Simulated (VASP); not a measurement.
# Be (Fd-3m) in VASP: a series of runs

Be is run at these levels: PBE; tasks: relaxation of cell and atoms.

Everything below comes from runs of VASP 6.6.1. Logs are shortened: lines on timing, memory, paths and dates and some standing lists are left out, and cuts for length are marked.

## 1. The cell of the first run

Symmetry: Fd-3m, No. 227, cubic system. The conventional cell has a = 3.707 Å, b = 3.707 Å, c = 3.707 Å, α = 90.00°, β = 90.00°, γ = 90.00°. Be (site symmetry -43m) has 4 Be at 1.61 Å within 2.1 Å.

This isn't the form of Be at room conditions, which is hcp.

## 2. Relaxation of cell and atoms, PBE, target pressure 69 GPa, at which the enthalpy is minimised

The input, INCAR:

```
SYSTEM = Be
PREC = Accurate
ENCUT = 600
EDIFF = 1E-6
ISMEAR = -1
SIGMA = 0.05
LREAL = .False.
LASPH = .True.
NELM = 80
ALGO = Normal
ISIF = 3
LWAVE = .False.
LCHARG = .False.
GGA = PE
IBRION = 2
NSW = 60
EDIFFG = -0.005
PSTRESS = 690.0
```

The input, KPOINTS:

```
regular mesh
0
Gamma
  17 17 17
  0 0 0
```

The input, POSCAR:

```
Be
1.0
    0.0000000000      1.8536987517      1.8536987517
    1.8536987517      0.0000000000      1.8536987517
    1.8536987517      1.8536987517      0.0000000000
Be
2
Direct
   -0.1250000000     -0.1250000000     -0.1250000000
    0.1250000000      0.1250000000      0.1250000000
```

Potentials or basis: VASP PAW PBE potentials, release 64 (Be).

Command:

```
$ cat potpaw_PBE.64/Be/POTCAR > POTCAR
$ mpirun -np 1 vasp_std > vasp.out
```

OUTCAR:

```text
SYSTEM = Be
   PREC = Accurate
   ENCUT = 600
   EDIFF = 1E-6
   ISMEAR = -1
   LREAL = .False.
   LASPH = .True.
   NELM = 80
   ISIF = 3
   GGA = PE
   IBRION = 2
   NSW = 60
   EDIFFG = -0.005
   PSTRESS = 690.0

 ion  position               nearest neighbor table
   1  0.875  0.875  0.875-   2 1.61   2 1.61   2 1.61   2 1.61
   2  0.125  0.125  0.125-   1 1.61   1 1.61   1 1.61   1 1.61

  LATTYP: Found a face centered cubic cell.
 ALAT       =     3.7073975034

  Lattice vectors:

 A1 = (   0.0000000000,   1.8536987517,   1.8536987517)
 A2 = (   1.8536987517,   0.0000000000,   1.8536987517)
 A3 = (   1.8536987517,   1.8536987517,   0.0000000000)

Analysis of symmetry for initial positions (statically):
=====================================================================
 Subroutine PRICEL returns:
 Original cell was already a primitive cell.

 Routine SETGRP: Setting up the symmetry group for a
 face centered cubic supercell.

 Subroutine GETGRP returns: Found 48 space group operations
 (whereof 12 operations were pure point group operations)
 out of a pool of 48 trial point group operations.

The static configuration has the point symmetry D_3d.
 The point group associated with its full space group is O_h .

Analysis of symmetry for dynamics (positions and initial velocities):
=====================================================================
 Subroutine PRICEL returns:
 Original cell was already a primitive cell.

 Routine SETGRP: Setting up the symmetry group for a
 face centered cubic supercell.

 Subroutine GETGRP returns: Found 48 space group operations
 (whereof 12 operations were pure point group operations)
 out of a pool of 48 trial point group operations.

The dynamic configuration has the point symmetry D_3d.
 The point group associated with its full space group is O_h .

 Subroutine INISYM returns: Found 48 space group operations
 (whereof 12 operations are pure point group operations),
 and found     1 'primitive' translations

----------------------------------------------------------------------------------------

                                     Primitive cell

  volume of cell :      12.7394

  direct lattice vectors                    reciprocal lattice vectors
     0.000000000  1.853698752  1.853698752    -0.269730990  0.269730990  0.269730990
     1.853698752  0.000000000  1.853698752     0.269730990 -0.269730990  0.269730990
     1.853698752  1.853698752  0.000000000     0.269730990  0.269730990 -0.269730990

  length of vectors
     2.621525915  2.621525915  2.621525915     0.467187780  0.467187780  0.467187780

  position of ions in fractional coordinates (direct lattice)
     0.875000000  0.875000000  0.875000000
     0.125000000  0.125000000  0.125000000

  ion indices of the primitive-cell ions
   primitive index   ion index
                 1           1
                 2           2

----------------------------------------------------------------------------------------

 KPOINTS: regular mesh

Automatic generation of k-mesh.
 Grid dimensions read from file:
 generate k-points for:   17   17   17

 Generating k-lattice:

  Cartesian coordinates                     Fractional coordinates (reciprocal lattice)
    -0.015866529  0.015866529  0.015866529     0.058823529  0.000000000  0.000000000
     0.015866529 -0.015866529  0.015866529     0.000000000  0.058823529  0.000000000
     0.015866529  0.015866529 -0.015866529     0.000000000  0.000000000  0.058823529

  Length of vectors
     0.027481634  0.027481634  0.027481634

  Shift w.r.t. Gamma in fractional coordinates (k-lattice)
     0.000000000  0.000000000  0.000000000

 Subroutine IBZKPT returns following result:
 ===========================================

 Found    165 irreducible k-points:

 Following reciprocal coordinates:
            Coordinates               Weight
  0.000000  0.000000  0.000000      1.000000
  0.058824  0.000000  0.000000      8.000000
  0.117647  0.000000  0.000000      8.000000
  0.176471  0.000000  0.000000      8.000000
  0.235294  0.000000  0.000000      8.000000
  0.294118  0.000000  0.000000      8.000000
[... 16 lines left out ...]
 -0.176471  0.058824  0.000000     24.000000
 -0.117647  0.058824  0.000000     24.000000
 [... further k-points ...]
   k-points           NKPTS =    165   k-points in BZ     NKDIM =    165   number of bands    NBANDS=      6
   number of dos      NEDOS =    301   number of ions     NIONS =      2
   total plane-waves  NPLWV =  13824
   dimension x,y,z NGX =    24 NGY =   24 NGZ =   24
   dimension x,y,z NGXF=    48 NGYF=   48 NGZF=   48
   ions per type =               2
   NGX,Y,Z   is equivalent  to a cutoff of  15.22, 15.22, 15.22 a.u.
   NGXF,Y,Z  is equivalent  to a cutoff of  30.44, 30.44, 30.44 a.u.
 SYSTEM =  Be
   PREC   = accura    normal or accurate (medium, high low for compatibility)
   ISTART =      0    job   : 0-new  1-cont  2-samecut
   ICHARG =      2    charge: 1-file 2-atom 10-const
   ISPIN  =      1    spin polarized calculation?
   LNONCOLLINEAR =      F non collinear calculations
   LSORBIT =      F    spin-orbit coupling
   LASPH  =      T    aspherical Exc in radial PAW
   ENCUT  =  600.0 eV  44.10 Ry    6.64 a.u.   5.24  5.24  5.24*2*pi/ulx,y,z
   NELM   =     80;   NELMIN=  2; NELMDL= -5     # of ELM steps
   EDIFF  = 0.1E-05   stopping-criterion for ELM
   LREAL  =      F    real-space projection
   EDIFFG = -.5E-02   stopping-criterion for IOM
   NSW    =     60    number of steps for IOM
   IBRION =      2    ionic relax: 0-MD 1-quasi-New 2-CG
   NFREE  =      1    steps in history (QN), initial steepest desc. (CG)
   ISIF   =      3    stress and relaxation
   ISYM   =      2    0-nonsym 1-usesym 2-fastsym
   POTIM  = 0.5000    time-step for ionic-motion
   TEBEG  =    0.0;   TEEND  =   0.0 temperature during run
   PSTRESS=  690.0 pullay stress
   NELECT =       4.0000    total number of electrons
   NUPDOWN=      -1.0000    fix difference up-down
   EMIN   =  10.00;   EMAX   =-10.00  energy-range for DOS
   EFERMI =   0.00;   METHOD = LEGACY
   ISMEAR =    -1;   SIGMA  =   0.05  broadening in eV -4-tet -1-fermi 0-gaus
   EFERMI_NEDOS =   21; number of points for ismear=-14 and -15
   IALGO  =     38    algorithm
   IMIX   =      4    mixing-type and parameters
     AMIX     =   0.40;   BMIX     =  1.00
     AMIX_MAG =   1.60;   BMIX_MAG =  1.00
  volume/ion in A,a.u.               =       6.37        42.98
  Fermi-wavevector in a.u.,A,eV,Ry     =   1.112702  2.102703 16.845462  1.238107
  Thomas-Fermi vector in A             =   2.249279
   LORBIT       =      0    0 simple, 1 ext, 2 COOP (PROOUT), +10 PAW based schemes
   GGA     = PE    functional components
   LHFCALC =     F    Hartree Fock is set to
   AEXX    =    0.0000 exact exchange contribution
   IVDW    =     0    specifies the selected vdW correction
   LEPSILON=     F    determine dielectric tensor
   LRPA    =     F    only Hartree local field effects (RPA)
 conjugate gradient relaxation of ions
 non-spin polarized calculation
  energy-cutoff  :      600.00
  volume of cell :       12.74
 maximum number of plane-waves:       444
 NGX is ok and might be reduce to    24
   NGX = 11   NGY = 11   NGZ = 11

--------------------------------------- Ionic step        1  -------------------------------------------

 number of electron       4.0000000 magnetization

 Free energy of the ion-electron system (eV)
  ---------------------------------------------------
  ext. energy  EPLUGINS =         0.00000000
  ---------------------------------------------------
  free energy    TOTEN  =        -0.14733583 eV

  energy without entropy =       -0.14142465  energy(sigma->0) =       -0.14438024

------------------------ aborting loop because EDIFF is reached ----------------------------------------

  FORCE on cell =-STRESS in cart. coord.  units (eV):
  Direction    XX          YY          ZZ          XY          YZ          ZX
  --------------------------------------------------------------------------------------
  -------------------------------------------------------------------------------------
  Total       11.6694905     11.6694905     11.6694905     -0.0000000      0.0000000     -0.0000000
  in kB     1467.6246858   1467.6246858   1467.6246858     -0.0000000      0.0000000     -0.0000000
  external PRESSURE =     777.6246858 kB  Pullay stress =     690.0000000 kB
[... 25 lines left out ...]
--------------------------------------- Ionic step        2  -------------------------------------------

 number of electron       4.0000000 magnetization

 E-fermi :   4.3924     XC(G=0):  -9.8410

 val. band max:        4.3778585445   @ k =   0.4118   0.2353   0.0588
 cond. band min:       4.4000681328   @ k =  -0.4118   0.4118   0.1765
 fundamental gap:      0.0222095883
 Fermi energy:         4.3924173384

 k-point     1 :       0.0000    0.0000    0.0000
  band No.  band energies     occupation
      1      -4.7912      2.00000
      2      10.7825      0.00000
      3      10.7825      0.00000
      4      10.7825      0.00000
      5      13.7171      0.00000
      6      13.7171      0.00000
[... 278 lines left out ...]
  energy  without entropy=       -2.4532430632  energy(sigma->0) =       -2.45620374

  enthalpy is  TOTEN    =         4.5884226195 eV   P V=        7.0475870463

[... ionic steps 4 to 16 ...]

--------------------------------------- Ionic step       17  -------------------------------------------

 number of electron       4.0000000 magnetization

------------------------ aborting loop because EDIFF is reached ----------------------------------------
[... 71 lines left out ...]
--------------------------------------- Ionic step       19  -------------------------------------------

 number of electron       4.0000000 magnetization

 Free energy of the ion-electron system (eV)
  ---------------------------------------------------
  ext. energy  EPLUGINS =         0.00000000
  ---------------------------------------------------
  free energy    TOTEN  =        -2.44201826 eV

  energy without entropy =       -2.43609529  energy(sigma->0) =       -2.43905678

 E-fermi :   5.7583     XC(G=0): -10.4021

 val. band max:        5.7566000692   @ k =  -0.4706   0.2941   0.0000
 cond. band min:       5.8122371644   @ k =  -0.4118   0.4118   0.1765
 fundamental gap:      0.0556370952
 Fermi energy:         5.7583355295

 k-point     1 :       0.0000    0.0000    0.0000
  band No.  band energies     occupation
      1      -4.3242      2.00000
      2      12.9137      0.00000
      3      12.9137      0.00000
      4      12.9137      0.00000
      5      16.0195      0.00000
      6      16.0195      0.00000
[... 240 lines left out ...]
  energy  without entropy=       -2.4360952886  energy(sigma->0) =       -2.43905678

  enthalpy is  TOTEN    =         4.5883499802 eV   P V=        7.0303682450

 reached required accuracy - stopping structural energy minimisation
```

Run time: 47 s. Hardware: 1 thread of Intel Xeon 8259CL, shared host; peak memory 0.15 GiB.

Results:

| Property | Result |
| --- | --- |
| Free energy | -2.4420 eV |
| Relaxed volume | 8.16 Å³/atom |
| Relaxed cell | a = 2.847 Å, b = 2.847 Å, c = 2.847 Å, α = 60.00°, β = 60.00°, γ = 60.00° |
| Space group after relaxing (to 0.1 Å) | Fd-3m (No. 227) |
| Energy change on relaxing (the run minimises the enthalpy) | -1147.3 meV/atom |
| Ionic steps | 19 |
| Pressure after relaxing | 69.0 GPa |
| Band gap on the k mesh | zero (bands 2 and 3 overlap by 8.94 eV) |

Step by step:
| step | energy change (eV) | largest force (eV/Å) | pressure (GPa) | volume (Å³) |
| --- | --- | --- | --- | --- |
| 1 | 0.0000 | 0.0000 | 146.76 | 12.74 |
| 2 | -3.2610 | 0.0000 | 37.13 | 19.33 |
| 3 | -2.3118 | 0.0000 | 68.43 | 16.36 |
| 4 | -2.2780 | 0.0000 | 69.54 | 16.29 |
| 5 | -2.2783 | 0.0000 | 69.54 | 16.29 |
| 6 | -2.2790 | 0.0000 | 69.51 | 16.29 |
| 7 | -2.2790 | 0.0000 | 69.51 | 16.29 |
| 8 | -2.2790 | 0.0000 | 69.51 | 16.29 |
| 9 | -2.2790 | 0.0000 | 69.51 | 16.29 |
| 10 | -2.2790 | 0.0000 | 69.51 | 16.29 |
| 11 | -2.2791 | 0.0000 | 69.51 | 16.29 |
| 12 | -2.2793 | 0.0000 | 69.50 | 16.29 |
| 13 | -2.2796 | 0.0000 | 69.49 | 16.29 |
| 14 | -2.2803 | 0.0000 | 69.47 | 16.29 |
| 15 | -2.2817 | 0.0000 | 69.43 | 16.29 |
| 16 | -2.2844 | 0.0000 | 69.34 | 16.30 |
| 17 | -2.2898 | 0.0000 | 69.16 | 16.31 |
| 18 | -2.3006 | 0.0000 | 68.80 | 16.34 |
| 19 | -2.2947 | 0.0000 | 68.99 | 16.32 |

Final structure:
```
Be
1.0
     0.00000    2.01343    2.01343
     2.01343    0.00000    2.01343
     2.01343    2.01343    0.00000
Be
2
Cartesian
  3.5235 3.5235 3.5235
  0.5034 0.5034 0.5034
```

Caveat: the cell is relaxed towards a set pressure, so the run minimises the enthalpy, not the energy; the volume moved by over 15 % at a fixed basis, so the end points are rough.

## 3. Relaxation of cell and atoms, PBE, target pressure 69 GPa, at which the enthalpy is minimised

This run uses another cell than the first one, of 8.15 Å³/atom.

The input, INCAR:

```
SYSTEM = Be
PREC     = Accurate       ! precision mode
ENCUT    = 600            ! plane-wave cutoff, eV
EDIFF    = 1E-6           ! SCF threshold, eV
ISMEAR   = -1             ! smearing method
SIGMA    = 0.05           ! smearing width, eV
LREAL    = .False.        ! projectors in reciprocal space
LASPH    = .True.         ! aspherical terms in the spheres
NELM     = 80             ! most SCF steps
ALGO     = Normal         ! electronic algorithm
ISIF     = 3              ! what is computed and relaxed
LWAVE    = .False.        ! write WAVECAR
LCHARG   = .False.        ! write CHGCAR
GGA      = PE             ! functional
IBRION   = 2              ! ionic algorithm
NSW      = 32             ! ionic steps
EDIFFG   = -0.005         ! ionic threshold
PSTRESS  = 690.0
```

The input, KPOINTS:

```
Automatic mesh
0
Gamma
  17 17 17
  0 0 0
```

The input, POSCAR:

```
Be
1.0
    0.0000000000      2.0127539162      2.0127539162
    2.0127539162      0.0000000000      2.0127539162
    2.0127539162      2.0127539162      0.0000000000
Be
2
Direct
   -0.1250000000     -0.1250000000     -0.1250000000
    0.1250000000      0.1250000000      0.1250000000
```

Potentials or basis: VASP PAW PBE potentials, release 64 (Be).

Command:

```
$ cat potpaw_PBE.64/Be/POTCAR > POTCAR
$ mpirun -np 1 vasp_std > vasp.out
```

Run time: 16 s. Hardware: 1 thread of Intel Xeon 8259CL, shared host; peak memory 0.14 GiB.

Results (log left out):

- Free energy: -2.4424 eV
- Relaxed volume: 8.16 Å³/atom
- Relaxed cell: a = 2.847 Å, b = 2.847 Å, c = 2.847 Å, α = 60.00°, β = 60.00°, γ = 60.00°
- Space group after relaxing (to 0.1 Å): Fd-3m (No. 227)
- Energy change on relaxing (the run minimises the enthalpy): -3.7 meV/atom
- Ionic steps: 3
- Pressure after relaxing: 69.0 GPa
- Band gap on the k mesh: zero (bands 2 and 3 overlap by 8.94 eV)

The path:
```tsv
step	energy change (eV)	largest force (eV/Å)	pressure (GPa)	volume (Å³)
1	0.0000	0.0000	69.24	16.31
2	-0.0126	0.0000	68.82	16.34
3	-0.0073	0.0000	68.99	16.33
```

Final structure:
```
CELL_PARAMETERS angstrom
0.00000 2.01345 2.01345
2.01345 0.00000 2.01345
2.01345 2.01345 0.00000
ATOMIC_POSITIONS crystal
Be 0.87500 0.87500 0.87500
Be 0.12500 0.12500 0.12500
```

Levels at points of the mesh, in eV from the Fermi level:
```
           k point  band 1  band 2  band 3  band 4  band 5
(0.00, 0.00, 0.00)  -10.08    7.16    7.16    7.16   10.26
```

Caveat: the cell is relaxed towards a set pressure, so the run minimises the enthalpy, not the energy.

The gap in the log of VASP goes by the Fermi energy; the results here count the filled bands.